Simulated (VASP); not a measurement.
# CdS (I-43m) in VASP: settings compared, part 2 of 2

VASP 6.6.1.

### 3 Single point, r2SCAN

This run uses another cell than the first one, of 33.03 Å³/atom.

POSCAR reads:

```
CdS
1.0
   -4.0423742092      4.0423742092      4.0423742092
    4.0423742092     -4.0423742092      4.0423742092
    4.0423742092      4.0423742092     -4.0423742092
Cd S
4 4
Direct
    0.3214674958      0.3214674958      0.3214674958
    0.0000000000      0.0000000000      0.6785325042
    0.0000000000      0.6785325042      0.0000000000
    0.6785325042      0.0000000000      0.0000000000
    0.6738324858      0.6738324858      0.6738324858
    0.0000000000      0.0000000000      0.3261675142
    0.0000000000      0.3261675142      0.0000000000
    0.3261675142      0.0000000000      0.0000000000
```

INCAR.step1 reads:

```
PREC = Accurate
ENCUT = 520
ISMEAR = 0
SIGMA = 0.02
LREAL = False
LASPH = True
NELM = 80
NBANDS = 46
GGA = PE
ALGO = Normal
EDIFF = 1E-4
LWAVE = True
LCHARG = False
```

INCAR.step2 reads:

```
PREC = Accurate
ENCUT = 520
EDIFF = 1E-6
ISMEAR = 0
SIGMA = 0.02
LREAL = False
LASPH = True
NELM = 80
ALGO = Normal
ISIF = 2
LWAVE = False
LCHARG = False
METAGGA = R2SCAN
LMIXTAU = True
NBANDS = 46
ISTART = 1
```

KPOINTS reads:

```
regular mesh
0
Gamma
  6 6 6
```

Potentials or basis: VASP PAW PBE potentials, release 64 (Cd, S).

Run with:

```bash
$ cat potpaw_PBE.64/Cd/POTCAR potpaw_PBE.64/S/POTCAR > POTCAR
$ cp INCAR.step1 INCAR
$ mpirun -np 1 vasp_std > vasp.out
$ cp INCAR.step2 INCAR
$ mpirun -np 1 vasp_std > vasp.out
```

OUTCAR:

```text
PREC = Accurate
   ENCUT = 520
   EDIFF = 1E-6
   ISMEAR = 0
   LREAL = False
   LASPH = True
   NELM = 80
   ISIF = 2
   METAGGA = R2SCAN
   ISTART = 1

 ion  position               nearest neighbor table
   1  0.321  0.321  0.321-   5 2.47   6 2.62   7 2.62   8 2.62   2 3.68   3 3.68   4 3.68
   2  0.000  0.000  0.679-   6 2.47   5 2.62   7 2.62   8 2.62   3 3.68   4 3.68   1 3.68
   3  0.000  0.679  0.000-   7 2.47   5 2.62   6 2.62   8 2.62   2 3.68   4 3.68   1 3.68
   4  0.679  0.000  0.000-   8 2.47   5 2.62   7 2.62   6 2.62   2 3.68   3 3.68   1 3.68
   5  0.674  0.674  0.674-   1 2.47   3 2.62   4 2.62   2 2.62
   6  0.000  0.000  0.326-   2 2.47   1 2.62   3 2.62   4 2.62
   7  0.000  0.326  0.000-   3 2.47   2 2.62   4 2.62   1 2.62
   8  0.326  0.000  0.000-   4 2.47   3 2.62   2 2.62   1 2.62

  LATTYP: Found a body centered cubic cell.
 ALAT       =     8.0847484184

  Lattice vectors:

 A1 = (  -4.0423742092,   4.0423742092,   4.0423742092)
 A2 = (   4.0423742092,  -4.0423742092,   4.0423742092)
 A3 = (   4.0423742092,   4.0423742092,  -4.0423742092)

Analysis of symmetry for initial positions (statically):
=====================================================================
 Subroutine PRICEL returns:
 Original cell was already a primitive cell.

 Routine SETGRP: Setting up the symmetry group for a
 body centered cubic supercell.

 Subroutine GETGRP returns: Found 24 space group operations
 (whereof 24 operations were pure point group operations)
 out of a pool of 48 trial point group operations.

The static configuration has the point symmetry T_d .

Analysis of symmetry for dynamics (positions and initial velocities):
=====================================================================
 Subroutine PRICEL returns:
 Original cell was already a primitive cell.

 Routine SETGRP: Setting up the symmetry group for a
 body centered cubic supercell.

[... 131 lines left out ...]
   LORBIT       =      0    0 simple, 1 ext, 2 COOP (PROOUT), +10 PAW based schemes
   METAGGA = R2SCAN    functional components
   LHFCALC =     F    Hartree Fock is set to
   AEXX    =    0.0000 exact exchange contribution
   IVDW    =     0    specifies the selected vdW correction
   LEPSILON=     F    determine dielectric tensor
   LRPA    =     F    only Hartree local field effects (RPA)
 non-spin polarized calculation
 Gauss-broadening in eV      SIGMA  =   0.02
  energy-cutoff  :      520.00
  volume of cell :      264.22
 maximum number of plane-waves:      7136
 NGX is ok and might be reduce to    54
   NGX = 25   NGY = 25   NGZ = 25

 number of electron      72.0000010 magnetization

 Free energy of the ion-electron system (eV)
  ---------------------------------------------------
  ext. energy  EPLUGINS =         0.00000000
  ---------------------------------------------------
  free energy    TOTEN  =      -117.52774767 eV

  energy without entropy =     -117.52774767  energy(sigma->0) =     -117.52774767

 E-fermi :  -0.7943     XC(G=0):  -8.0279

 val. band max:       -0.9345472772   @ k =   0.5000   0.5000   0.5000
 cond. band min:       1.0075051441   @ k =   0.0000   0.0000   0.0000
 fundamental gap:      1.9420524213
 Fermi energy:        -0.7943126357

 k-point     1 :       0.0000    0.0000    0.0000
  band No.  band energies     occupation
      1     -13.2887      2.00000
      2     -12.6887      2.00000
      3     -12.6887      2.00000
      4     -12.6887      2.00000
      5      -8.6154      2.00000
      6      -8.6154      2.00000
[... 773 lines left out ...]
     45       5.6012      0.00000
     46       6.5818      0.00000

------------------------ aborting loop because EDIFF is reached ----------------------------------------

  FORCE on cell =-STRESS in cart. coord.  units (eV):
  Direction    XX          YY          ZZ          XY          YZ          ZX
  --------------------------------------------------------------------------------------
  -------------------------------------------------------------------------------------
  Total       -1.1690258     -1.1690258     -1.1690258     -0.0000000     -0.0000000      0.0000000
  in kB       -7.0886765     -7.0886765     -7.0886765     -0.0000000     -0.0000000      0.0000000
  external PRESSURE =      -7.0886765 kB  Pullay stress =       0.0000000 kB

 VOLUME and BASIS-vectors are now :
 -----------------------------------------------------------------------------
  energy-cutoff  :      520.00
  volume of cell :      264.22
      direct lattice vectors                 reciprocal lattice vectors
    -4.042374209  4.042374209  4.042374209     0.000000000  0.123689687  0.123689687
     4.042374209 -4.042374209  4.042374209     0.123689687  0.000000000  0.123689687
     4.042374209  4.042374209 -4.042374209     0.123689687  0.123689687  0.000000000

 POSITION                                       TOTAL-FORCE (eV/Angst)
 -----------------------------------------------------------------------------------
      1.29949      1.29949      1.29949        -0.022628     -0.022628     -0.022628
      2.74288      2.74288     -2.74288         0.022628      0.022628     -0.022628
      2.74288     -2.74288      2.74288         0.022628     -0.022628      0.022628
     -2.74288      2.74288      2.74288        -0.022628      0.022628      0.022628
      2.72388      2.72388      2.72388        -0.023260     -0.023260     -0.023260
      1.31849      1.31849     -1.31849         0.023260      0.023260     -0.023260
      1.31849     -1.31849      1.31849         0.023260     -0.023260      0.023260
     -1.31849      1.31849      1.31849        -0.023260      0.023260      0.023260
 -----------------------------------------------------------------------------------
    total drift:                                0.000007      0.000007      0.000008

  FREE ENERGIE OF THE ION-ELECTRON SYSTEM (eV)
  ---------------------------------------------------
  free  energy   TOTEN  =      -117.5277476668 eV

  energy  without entropy=     -117.5277476668  energy(sigma->0) =     -117.52774767
```

OUTCAR.step1:

```text
PREC = Accurate
   ENCUT = 520
   ISMEAR = 0
   LREAL = False
   LASPH = True
[... 1017 lines left out ...]
      2.72388      2.72388      2.72388        -0.005589     -0.005589     -0.005589
      1.31849      1.31849     -1.31849         0.005589      0.005589     -0.005589
      1.31849     -1.31849      1.31849         0.005589     -0.005589      0.005589
     -1.31849      1.31849      1.31849        -0.005589      0.005589      0.005589
 -----------------------------------------------------------------------------------
    total drift:                                0.000000      0.000000      0.000001

  FREE ENERGIE OF THE ION-ELECTRON SYSTEM (eV)
  ---------------------------------------------------
  free  energy   TOTEN  =       -23.6788475585 eV

  energy  without entropy=      -23.6788475585  energy(sigma->0) =      -23.67884756
```

OSZICAR.step1:

```text
N       E                     dE             d eps       ncg     rms          rms(c)
DAV:   1     0.505768793741E+03    0.50577E+03   -0.33491E+04  1472   0.138E+03
DAV:   2     0.943653707386E+01   -0.49633E+03   -0.48422E+03  1688   0.340E+02
DAV:   3    -0.255233631212E+02   -0.34960E+02   -0.34728E+02  1712   0.858E+01
DAV:   4    -0.261810174458E+02   -0.65765E+00   -0.65645E+00  1734   0.112E+01
DAV:   5    -0.261944062976E+02   -0.13389E-01   -0.13386E-01  1760   0.162E+00    0.148E+01
DAV:   6    -0.237264226379E+02    0.24680E+01   -0.55363E+00  1854   0.164E+01    0.118E+01
DAV:   7    -0.236854953008E+02    0.40927E-01   -0.17290E+00  1680   0.524E+00    0.595E+00
DAV:   8    -0.236853720287E+02    0.12327E-03   -0.23572E-01  1668   0.360E+00    0.750E-01
DAV:   9    -0.236777435326E+02    0.76285E-02   -0.61026E-02  1772   0.209E+00    0.232E-01
DAV:  10    -0.236784358182E+02   -0.69229E-03   -0.42869E-03  1610   0.482E-01    0.194E-01
DAV:  11    -0.236787602409E+02   -0.32442E-03   -0.58274E-04  1396   0.110E-01    0.126E-01
DAV:  12    -0.236788635230E+02   -0.10328E-03   -0.48060E-04  1320   0.962E-02    0.701E-02
DAV:  13    -0.236788475585E+02    0.15965E-04   -0.58314E-05   994   0.464E-02
   1 F= -.23678848E+02 E0= -.23678848E+02  d E =-.418866E-14
```

It took 8.1 min on 1 thread of Intel Xeon 6975P-C (Granite Rapids), shared host; peak memory 0.48 GiB.

What came out:

| Property | Result |
| --- | --- |
| Free energy | -117.5277 eV |
| Pressure | -0.7 GPa |
| Largest force | 0.040 eV/Å |
| Band gap on the k mesh | 1.94 eV (least direct gap 1.95 eV) |

Forces on the atoms (eV/Å):
```
Cd  -0.023 -0.023 -0.023
Cd   0.023  0.023 -0.023
Cd   0.023 -0.023  0.023
Cd  -0.023  0.023  0.023
S   -0.023 -0.023 -0.023
S    0.023  0.023 -0.023
S    0.023 -0.023  0.023
S   -0.023  0.023  0.023
```

Caveat: the PAW data sets were made with another functional, which shifts forces and pressure a little.
